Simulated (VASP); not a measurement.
Wanted: the native input for a VASP 6.6.1 run.

* Task: relaxation of cell and atoms
* Functional: LDA
* Potentials or basis: VASP PAW LDA potentials, release 64 (Cs_sv)
* Cutoff: 500 eV
* k mesh: 8 × 8 × 8
* Occupations: fermi-dirac, width 0.1 eV
* Spin: no spin polarisation
* Target pressure: 0.061 GPa
* Dipole correction: no
* Further INCAR settings: ALGO = Normal; EDIFF = 1e-07; IBRION = 2; EDIFFG = -0.005; NSW = 60; ISIF = 3

The structure of Cs lies in POSCAR:

```
Cs
1.0
    4.6554695265      0.0000000000      0.0000000000
    0.0000000000      4.6554695265      0.0000000000
    0.0000000000      0.0000000000      4.6554695265
Cs
1
Direct
    0.0000000000      0.0000000000      0.0000000000
```

This isn't the form of Cs at room conditions, which is bcc.

One way to write it, as run:

INCAR

```
  ALGO = Normal
  EDIFF = 1E-7
  EDIFFG = -0.005
  ENCUT = 500
  GGA = CA
  GGA_COMPAT = F
  IBRION = 2
  ISIF = 3
  ISMEAR = -1
  LASPH = T
  LCHARG = F
  LREAL = F
  LWAVE = F
  NELM = 120
  NELMIN = 4
  NSW = 60
  PREC = Accurate
  PSTRESS = 0.61
  SIGMA = 0.1
```

KPOINTS

```
k-points
0
Gamma
  8 8 8
```

Potentials or basis: VASP PAW LDA potentials, release 64 (Cs_sv).

Run with:

```console
$ cat potpaw_LDA.64/Cs_sv/POTCAR > POTCAR
$ mpirun -np 1 vasp_std > vasp.out
```

Results of the run:

```json
{
 "Relaxed volume": "101.38 Å³/atom",
 "Relaxed cell": "a = 4.663 Å, b = 4.663 Å, c = 4.663 Å, α = 90.00°, β = 90.00°, γ = 90.00°",
 "Space group after relaxing (to 0.1 Å)": "Pm-3m (No. 221)",
 "Energy change on relaxing (the run minimises the enthalpy)": "-0.2 meV/atom",
 "Ionic steps": "3",
 "Pressure after relaxing": "0.1 GPa",
 "Band gap on the k mesh": "zero (an odd number of electrons rules out a gap without spin polarisation)"
}
```

Caveat: the cell is relaxed towards a set pressure, so the run minimises the enthalpy, not the energy; spin-orbit coupling is left out, which moves the levels of the heavy elements.

Wall time 43 s on 1 thread of Intel Xeon 8259CL, on a shared host, peak memory 0.18 GiB.
